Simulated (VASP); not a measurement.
The system is VO2.

```
CELL_PARAMETERS angstrom
4.53000 0.00000 0.00000
0.00000 4.53000 0.00000
0.00000 0.00000 2.86900
ATOMIC_POSITIONS crystal
V 0.00000 0.00000 0.00000
V 0.50000 0.50000 0.50000
O 0.30500 0.30500 0.00000
O 0.19500 0.80500 0.50000
O 0.69500 0.69500 0.00000
O 0.80500 0.19500 0.50000
```

Base run:

| Property | Result |
| --- | --- |
| Program | VASP 6.6.1 |
| Functional | PBE |
| Potentials or basis | VASP PAW PBE potentials, release 64 (V_sv, O) |
| Cutoff | 600 eV |
| k mesh | 5 × 5 × 7 |
| Occupations | fermi-dirac, width 0.1 eV |
| Spin | collinear spin, ferromagnetic start |
| Starting moments | [1.0, 1.0, 0.0, 0.0, 0.0, 0.0] μB |

Its results: band gap on the k mesh zero (filled and empty bands overlap); pressure 5.3 GPa; net moment 1.98 μB per cell; site moments V +1.04; O -0.05 μB; largest force 0.570 eV/Å.

The run is repeated on the same cell with these changes: functional from PBE to BLYP. What comes out?

Band gap on the k mesh zero (filled and empty bands overlap); pressure 12.4 GPa; net moment 1.97 μB per cell; site moments V +1.02; O -0.04 μB; largest force 0.648 eV/Å.

BLYP binds less tightly than PBE, so the same cell stands under more pressure.

Caveats: the cell stands under pressure; semilocal functionals often make such compounds metallic where correlation or magnetic order opens a gap, which also shifts bond lengths; the PAW data sets were made with another functional, which shifts forces and pressure a little (at least some runs).
